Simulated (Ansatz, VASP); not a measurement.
# Bi: VASP beside Ansatz

Contents of INCAR:

```
SYSTEM = Bi
PREC     = Accurate       ! precision mode
ENCUT    = 520            ! plane-wave cutoff, eV
EDIFF    = 1E-6           ! SCF threshold, eV
ISMEAR   = 0              ! smearing method
SIGMA    = 0.15           ! smearing width, eV
LREAL    = .FALSE.        ! projectors in reciprocal space
LASPH    = .TRUE.         ! aspherical terms in the spheres
NELM     = 60             ! most SCF steps
ALGO     = Fast           ! electronic algorithm
ISIF     = 2              ! what is computed and relaxed
LWAVE    = .FALSE.        ! write WAVECAR
LCHARG   = .TRUE.         ! write CHGCAR
GGA      = PS             ! functional
IVDW     = 12             ! dispersion correction
LELF     = .TRUE.         ! ELF
LVHAR    = .TRUE.       
NBANDS   = 14             ! bands
```

KPOINTS

```
regular mesh
0
G
  18 18 18
  0 0 0
```

File POSCAR:

```
Bi
1.0
   -1.8540763764      1.8540763764      2.3200057698
    1.8540763764     -1.8540763764      2.3200057698
    1.8540763764      1.8540763764     -2.3200057698
Bi
1
Direct
    0.0000000000      0.0000000000      0.0000000000
```

Input for Ansatz:

```yaml
crystal:
  lattice:
    - [-1.8540763764, 1.8540763764, 2.3200057698]
    - [1.8540763764, -1.8540763764, 2.3200057698]
    - [1.8540763764, 1.8540763764, -2.3200057698]
  atoms:
    - { symbol: Bi, position: [0.0, 0.0, 0.0] }
basis:
  ecutwfc: 420
kpoints:
  mp_grid: { grid: [18, 18, 18] }
hamiltonian:
  xc: pbesol
  pseudopotentials: { kind: paw }
  dispersion: d3bj
scf:
  occupations: { method: gaussian, width: 0.15 }
output:
  forces: true
  stress: true
  eigenvalues: true
```

Alike in both runs: task single point; functional PBEsol; dispersion D3(BJ); k mesh 18 × 18 × 18; occupations gaussian, width 0.15 eV; no spin polarisation.

|  | VASP | Ansatz |
| --- | --- | --- |
| version | VASP 6.6.1 | Ansatz 0.2.0 |
| potentials or method | VASP PAW PBE potentials, release 64 (Bi_d), cutoff 520 eV | scalar-relativistic, plane waves, PAW |
| valence electrons in the cell | 15 | 15 |

```tsv
	VASP	Ansatz	Ansatz less VASP
gap on the k mesh at the Fermi level (eV)	none	none	-
pressure (GPa)	-5.6	-5.6	+0.05
traceless stress, the component that is largest in VASP (GPa)	-1.15	-1.15	-0.003
```

VASP's potentials were made for PBE, not for PBEsol. A gap of «none» marks a metal or a gap that the smearing closes.

Neither program's run includes spin-orbit coupling.
